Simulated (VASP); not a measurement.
# Ti (P6/mmm) in VASP: notebook, part 3 of 3

VASP 6.6.1. The steps go on from the part before.

**4. Single point, PBEsol (equal strain along all axes, cell held: -2.0 %)**

INCAR reads:

```
PREC = Accurate
ENCUT = 520
EDIFF = 1E-6
ISMEAR = 0
SIGMA = 0.1
LREAL = F
LASPH = T
NELM = 100
ALGO = Fast
ISIF = 2
LWAVE = F
LCHARG = F
GGA = PS
NBANDS = 25
```

KPOINTS reads:

```
regular mesh
0
Gamma
  12 12 18
```

POSCAR reads:

```
Ti
1.0
    4.4249842512      0.0000000000      0.0000000000
   -2.2124921256      3.8321487729      0.0000000000
    0.0000000000      0.0000000000      2.7428177756
Ti
3
Direct
    0.0000000000      0.0000000000      0.0000000000
    0.3333333333      0.6666666667      0.5000000000
    0.6666666667      0.3333333333      0.5000000000
```

Potentials or basis: VASP PAW PBE potentials, release 64 (Ti_sv).

Started as:

```console
$ cat potpaw_PBE.64/Ti_sv/POTCAR > POTCAR
$ mpirun -np 1 vasp_std > vasp.out
```

OUTCAR:

```text
PREC = Accurate
   ENCUT = 520
   EDIFF = 1E-6
   ISMEAR = 0
   LREAL = F
   LASPH = T
   NELM = 100
   ISIF = 2
   GGA = PS

 ion  position               nearest neighbor table
   1  0.000  0.000  0.000-   2 2.90   3 2.90   2 2.90   3 2.90   3 2.90   3 2.90   2 2.90   2 2.90
                             3 2.90   3 2.90   2 2.90   2 2.90
   2  0.333  0.667  0.500-   3 2.55   3 2.55   3 2.55   1 2.90   1 2.90   1 2.90   1 2.90   1 2.90
                             1 2.90
   3  0.667  0.333  0.500-   2 2.55   2 2.55   2 2.55   1 2.90   1 2.90   1 2.90   1 2.90   1 2.90
                             1 2.90

  LATTYP: Found a hexagonal cell.
 ALAT       =     4.4249842512
 C/A-ratio  =     0.6198480311

  Lattice vectors:

 A1 = (   4.4249842512,   0.0000000000,   0.0000000000)
 A2 = (  -2.2124921256,   3.8321487729,   0.0000000000)
 A3 = (   0.0000000000,   0.0000000000,   2.7428177756)

Analysis of symmetry for initial positions (statically):
=====================================================================
 Subroutine PRICEL returns:
 Original cell was already a primitive cell.

 Routine SETGRP: Setting up the symmetry group for a
 hexagonal supercell.

 Subroutine GETGRP returns: Found 24 space group operations
 (whereof 24 operations were pure point group operations)
 out of a pool of 24 trial point group operations.

The static configuration has the point symmetry D_6h.

Analysis of symmetry for dynamics (positions and initial velocities):
=====================================================================
 Subroutine PRICEL returns:
 Original cell was already a primitive cell.

 Routine SETGRP: Setting up the symmetry group for a
 hexagonal supercell.

 Subroutine GETGRP returns: Found 24 space group operations
 (whereof 24 operations were pure point group operations)
 out of a pool of 24 trial point group operations.

The dynamic configuration has the point symmetry D_6h.

 Subroutine INISYM returns: Found 24 space group operations
 (whereof 24 operations are pure point group operations),
 and found     1 'primitive' translations

----------------------------------------------------------------------------------------

                                     Primitive cell

  volume of cell :      46.5105

  direct lattice vectors                    reciprocal lattice vectors
     4.424984251  0.000000000  0.000000000     0.225989505  0.130475101  0.000000000
    -2.212492126  3.832148773  0.000000000     0.000000000  0.260950203  0.000000000
     0.000000000  0.000000000  2.742817776     0.000000000  0.000000000  0.364588566

  length of vectors
     4.424984251  4.424984251  2.742817776     0.260950203  0.260950203  0.364588566

  position of ions in fractional coordinates (direct lattice)
     0.000000000  0.000000000  0.000000000
     0.333333333  0.666666667  0.500000000
     0.666666667  0.333333333  0.500000000

  ion indices of the primitive-cell ions
   primitive index   ion index
                 1           1
                 2           2
                 3           3

----------------------------------------------------------------------------------------

 KPOINTS: regular mesh

Automatic generation of k-mesh.
 Grid dimensions read from file:
 generate k-points for:   12   12   18

 Generating k-lattice:

  Cartesian coordinates                     Fractional coordinates (reciprocal lattice)
     0.018832459  0.010872925  0.000000000     0.083333333  0.000000000  0.000000000
     0.000000000  0.021745850  0.000000000     0.000000000  0.083333333  0.000000000
     0.000000000  0.000000000  0.020254920     0.000000000  0.000000000  0.055555556

  Length of vectors
     0.021745850  0.021745850  0.020254920

  Shift w.r.t. Gamma in fractional coordinates (k-lattice)
     0.000000000  0.000000000  0.000000000

 Subroutine IBZKPT returns following result:
 ===========================================

 Found    190 irreducible k-points:

 Following reciprocal coordinates:
            Coordinates               Weight
  0.000000  0.000000  0.000000      1.000000
  0.083333 -0.000000  0.000000      6.000000
  0.166667 -0.000000  0.000000      6.000000
  0.250000 -0.000000  0.000000      6.000000
  0.333333  0.000000  0.000000      6.000000
  0.416667 -0.000000  0.000000      6.000000
[... 16 lines left out ...]
  0.250000 -0.000000  0.055556     12.000000
  0.333333  0.000000  0.055556     12.000000
 [... further k-points ...]
   k-points           NKPTS =    190   k-points in BZ     NKDIM =    190   number of bands    NBANDS=     25
   number of dos      NEDOS =    301   number of ions     NIONS =      3
   total plane-waves  NPLWV =  25920
   dimension x,y,z NGX =    36 NGY =   36 NGZ =   20
   dimension x,y,z NGXF=    72 NGYF=   72 NGZF=   40
   ions per type =               3
   NGX,Y,Z   is equivalent  to a cutoff of  13.53, 13.53, 12.12 a.u.
   NGXF,Y,Z  is equivalent  to a cutoff of  27.05, 27.05, 24.24 a.u.
 SYSTEM =  unknown system
   PREC   = accura    normal or accurate (medium, high low for compatibility)
   ISTART =      0    job   : 0-new  1-cont  2-samecut
   ICHARG =      2    charge: 1-file 2-atom 10-const
   ISPIN  =      1    spin polarized calculation?
   LNONCOLLINEAR =      F non collinear calculations
   LSORBIT =      F    spin-orbit coupling
   LASPH  =      T    aspherical Exc in radial PAW
   ENCUT  =  520.0 eV  38.22 Ry    6.18 a.u.   8.23  8.23  5.10*2*pi/ulx,y,z
   NELM   =    100;   NELMIN=  2; NELMDL= -5     # of ELM steps
   EDIFF  = 0.1E-05   stopping-criterion for ELM
   LREAL  =      F    real-space projection
   EDIFFG = 0.1E-04   stopping-criterion for IOM
   NSW    =      0    number of steps for IOM
   IBRION =     -1    ionic relax: 0-MD 1-quasi-New 2-CG
   NFREE  =      0    steps in history (QN), initial steepest desc. (CG)
   ISIF   =      2    stress and relaxation
   ISYM   =      2    0-nonsym 1-usesym 2-fastsym
   POTIM  = 0.5000    time-step for ionic-motion
   TEBEG  =    0.0;   TEEND  =   0.0 temperature during run
   PSTRESS=    0.0 pullay stress
   NELECT =      36.0000    total number of electrons
   NUPDOWN=      -1.0000    fix difference up-down
   EMIN   =  10.00;   EMAX   =-10.00  energy-range for DOS
   EFERMI =   0.00;   METHOD = LEGACY
   ISMEAR =     0;   SIGMA  =   0.10  broadening in eV -4-tet -1-fermi 0-gaus
   EFERMI_NEDOS =   21; number of points for ismear=-14 and -15
   IALGO  =     68    algorithm
   IMIX   =      4    mixing-type and parameters
     AMIX     =   0.40;   BMIX     =  1.00
     AMIX_MAG =   1.60;   BMIX_MAG =  1.00
  volume/ion in A,a.u.               =      15.50       104.62
  Fermi-wavevector in a.u.,A,eV,Ry     =   1.503114  2.840474 30.740355  2.259352
  Thomas-Fermi vector in A             =   2.614267
   LORBIT       =      0    0 simple, 1 ext, 2 COOP (PROOUT), +10 PAW based schemes
   GGA     = PS    functional components
   LHFCALC =     F    Hartree Fock is set to
   AEXX    =    0.0000 exact exchange contribution
   IVDW    =     0    specifies the selected vdW correction
   LEPSILON=     F    determine dielectric tensor
   LRPA    =     F    only Hartree local field effects (RPA)
 non-spin polarized calculation
 RMM-DIIS sequential band-by-band and
 Gauss-broadening in eV      SIGMA  =   0.10
  energy-cutoff  :      520.00
  volume of cell :       46.51
 maximum number of plane-waves:      1282
 NGX is ok and might be reduce to    36
   NGX = 17   NGY = 17   NGZ = 11

 number of electron      36.0000002 magnetization

 Free energy of the ion-electron system (eV)
  ---------------------------------------------------
  ext. energy  EPLUGINS =         0.00000000
  ---------------------------------------------------
  free energy    TOTEN  =       -25.00042011 eV

  energy without entropy =      -24.98700712  energy(sigma->0) =      -24.99371361

 E-fermi :   9.3427     XC(G=0): -12.1898

 val. band max:        9.3355307152   @ k =   0.0000   0.0000   0.0000
 cond. band min:       9.3499571545   @ k =   0.3333   0.0833   0.0000
 fundamental gap:      0.0144264393
 Fermi energy:         9.3426827068

 k-point     1 :       0.0000    0.0000    0.0000
  band No.  band energies     occupation
      1     -47.1344      2.00000
      2     -46.8693      2.00000
      3     -46.6447      2.00000
      4     -23.5858      2.00000
      5     -23.5858      2.00000
      6     -23.5445      2.00000
[... 661 lines left out ...]
     24      11.6630      0.00000
     25      12.2975      0.00000

 [... further k-points ...]

------------------------ aborting loop because EDIFF is reached ----------------------------------------

  FORCE on cell =-STRESS in cart. coord.  units (eV):
  Direction    XX          YY          ZZ          XY          YZ          ZX
  --------------------------------------------------------------------------------------
  -------------------------------------------------------------------------------------
  Total        2.1218756      2.1218756      2.3130490      0.0000000      0.0000000      0.0000000
  in kB       73.0936173     73.0936173     79.6790904      0.0000000      0.0000000      0.0000000
  external PRESSURE =      75.2887750 kB  Pullay stress =       0.0000000 kB

 VOLUME and BASIS-vectors are now :
 -----------------------------------------------------------------------------
  energy-cutoff  :      520.00
  volume of cell :       46.51
      direct lattice vectors                 reciprocal lattice vectors
     4.424984251  0.000000000  0.000000000     0.225989505  0.130475101  0.000000000
    -2.212492126  3.832148773  0.000000000     0.000000000  0.260950203  0.000000000
     0.000000000  0.000000000  2.742817776     0.000000000  0.000000000  0.364588566

 POSITION                                       TOTAL-FORCE (eV/Angst)
 -----------------------------------------------------------------------------------
      0.00000      0.00000      0.00000         0.000000      0.000000      0.000000
     -0.00000      2.55477      1.37141        -0.000000      0.000000     -0.000000
      2.21249      1.27738      1.37141         0.000000      0.000000      0.000000
 -----------------------------------------------------------------------------------
    total drift:                                0.000000      0.000000     -0.000000

  FREE ENERGIE OF THE ION-ELECTRON SYSTEM (eV)
  ---------------------------------------------------
  free  energy   TOTEN  =       -25.0004201116 eV

  energy  without entropy=      -24.9870071166  energy(sigma->0) =      -24.99371361
```

OSZICAR:

```text
N       E                     dE             d eps       ncg     rms          rms(c)
DAV:   1     0.430455695589E+03    0.43046E+03   -0.18561E+04  9508   0.183E+03
DAV:   2     0.211396890169E+02   -0.40932E+03   -0.40230E+03  9553   0.520E+02
DAV:   3    -0.245834016025E+02   -0.45723E+02   -0.44532E+02 17439   0.149E+02
[... 38 lines left out ...]
RMM:  42    -0.250004189800E+02   -0.80107E-06   -0.19014E-05  7073   0.153E-02    0.127E-02
RMM:  43    -0.250004195764E+02   -0.59644E-06   -0.16750E-05  7090   0.147E-02    0.132E-02
RMM:  44    -0.250004199477E+02   -0.37130E-06   -0.14336E-05  6813   0.141E-02    0.136E-02
RMM:  45    -0.250004201600E+02   -0.21229E-06   -0.12701E-05  6694   0.136E-02    0.141E-02
RMM:  46    -0.250004201901E+02   -0.30058E-07   -0.10855E-05  6783   0.133E-02    0.143E-02
RMM:  47    -0.250004201116E+02    0.78515E-07   -0.98186E-06  6509   0.128E-02
   1 F= -.25000420E+02 E0= -.24993714E+02  d E =-.134130E-01
```

stdout:

```text
POSCAR found type information on POSCAR Ti
 POSCAR found :  1 types and       3 ions
 scaLAPACK will be used
 -----------------------------------------------------------------------------
|                                                                             |
|                                                                             |
|     You enforced a specific xc type in the INCAR file but a different       |
[... 30 lines left out ...]
WARNING in EDDRMM: call to ZHEGV failed, returncode =   8  4     11
WARNING in EDDRMM: call to ZHEGV failed, returncode =   6  3      6
WARNING in EDDRMM: call to ZHEGV failed, returncode =   6  3     11
WARNING in EDDRMM: call to ZHEGV failed, returncode =   8  4     24
WARNING in EDDRMM: call to ZHEGV failed, returncode =   8  4     14
WARNING in EDDRMM: call to ZHEGV failed, returncode =   8  4     12
WARNING in EDDRMM: call to ZHEGV failed, returncode =   8  4     23
```

It took 5.3 min on 1 thread of Intel Xeon 6975P-C (Granite Rapids), shared host; peak memory 0.28 GiB.

Results:

* Free energy: -25.0004 eV
* Pressure: 7.5 GPa
* Band gap on the k mesh: zero (bands 18 and 19 overlap by 0.42 eV)

Stress tensor (GPa, compression positive):
```
7.31 0.00 0.00
0.00 7.31 0.00
0.00 0.00 7.97
```

Levels at points of the mesh, in eV from the Fermi level:
| k point | band 15 | band 16 | band 17 | band 18 | band 19 | band 20 | band 21 | band 22 |
| --- | --- | --- | --- | --- | --- | --- | --- | --- |
| (0.00, 0.00, 0.00) | -0.72 | -0.72 | -0.62 | -0.62 | -0.01 | 0.74 | 1.41 | 1.41 |
| (0.50, 0.00, 0.00) | -2.89 | -0.52 | -0.50 | -0.42 | 0.01 | 0.59 | 1.09 | 1.47 |
| (0.00, 0.00, 0.50) | -2.21 | -1.86 | -1.86 | -1.70 | 1.14 | 1.14 | 1.41 | 1.41 |
| (0.50, 0.00, 0.50) | -1.96 | -1.37 | -0.72 | -0.69 | 0.33 | 0.88 | 1.20 | 1.23 |

Caveat: the cell differs from its parent crystal (equal strain along all axes, cell held: -2.0 %); the cell stands under pressure; the PAW data sets were made with another functional, which shifts forces and pressure a little.

**5. Single point, PBEsol (equal strain along all axes, cell held: -1.0 %)**

INCAR reads:

```
SYSTEM = Ti
PREC     = Accurate       ! precision mode
ENCUT    = 520            ! plane-wave cutoff, eV
EDIFF    = 1E-6           ! SCF threshold, eV
ISMEAR   = 0              ! smearing method
SIGMA    = 0.1            ! smearing width, eV
LREAL    = .FALSE.        ! projectors in reciprocal space
LASPH    = .TRUE.         ! aspherical terms in the spheres
NELM     = 100            ! most SCF steps
ALGO     = Fast           ! electronic algorithm
ISIF     = 2              ! what is computed and relaxed
LWAVE    = .FALSE.        ! write WAVECAR
LCHARG   = .FALSE.        ! write CHGCAR
GGA      = PS             ! functional
NBANDS   = 25             ! bands
```

KPOINTS reads:

```
Automatic mesh
0
G
  12 12 18
  0 0 0
```

POSCAR reads:

```
Ti
1.0
    4.4701371517      0.0000000000      0.0000000000
   -2.2350685759      3.8712523318      0.0000000000
    0.0000000000      0.0000000000      2.7708057121
Ti
3
Direct
    0.0000000000      0.0000000000      0.0000000000
    0.3333333333      0.6666666667      0.5000000000
    0.6666666667      0.3333333333      0.5000000000
```

Started as:

```console
$ cat potpaw_PBE.64/Ti_sv/POTCAR > POTCAR
$ mpirun -np 1 vasp_std > vasp.out
```

It took 6.7 min on 1 thread of Intel Xeon 6975P-C (Granite Rapids), shared host; peak memory 0.3 GiB.

Results (log left out):

```yaml
Free_energy: -25.0509 eV
Pressure: 3.4 GPa
Band_gap_on_the_k_mesh: zero (bands 18 and 19 overlap by 0.39 eV)
```

Stress tensor (GPa, compression positive):
```
3.29 0.00 0.00
0.00 3.29 0.00
0.00 0.00 3.64
```

Levels at points of the mesh, in eV from the Fermi level:
```csv
k point,band 16,band 17,band 18,band 19,band 20,band 21
"(0.00, 0.00, 0.00)",-0.72,-0.62,-0.62,-0.01,0.72,1.37
"(0.50, 0.00, 0.00)",-0.48,-0.46,-0.40,0.03,0.57,1.07
"(0.00, 0.00, 0.50)",-1.78,-1.78,-1.72,1.11,1.11,1.36
"(0.50, 0.00, 0.50)",-1.30,-0.70,-0.69,0.34,0.85,1.13
```

Caveat: the cell differs from its parent crystal (equal strain along all axes, cell held: -1.0 %); the cell stands under pressure; the PAW data sets were made with another functional, which shifts forces and pressure a little.

**6. Summary**

| cell | gap on the mesh (eV) | pressure (GPa) |
| --- | --- | --- |
| a = 4.515, b = 4.515, c = 2.799 Å, angles 90.0, 90.0, 120.0°, 3 atoms | none | -0.2 |
| a = 4.380, b = 4.380, c = 2.715 Å, angles 90.0, 90.0, 120.0°, 3 atoms | none | 12.2 |
| a = 4.425, b = 4.425, c = 2.743 Å, angles 90.0, 90.0, 120.0°, 3 atoms | none | 7.5 |
| a = 4.470, b = 4.470, c = 2.771 Å, angles 90.0, 90.0, 120.0°, 3 atoms | none | 3.4 |

Alike in all rows: task single point; level PBEsol; potentials or basis VASP PAW PBE potentials, release 64 (Ti_sv); no spin polarisation; k mesh 12 × 12 × 18; cutoff (eV) 520; smearing gaussian 0.1 eV.

Caveats: the PAW data sets were made with another functional, which shifts forces and pressure a little; the cell stands under pressure (at least some runs).

Absolute energies hang on the potentials; compare differences alone.
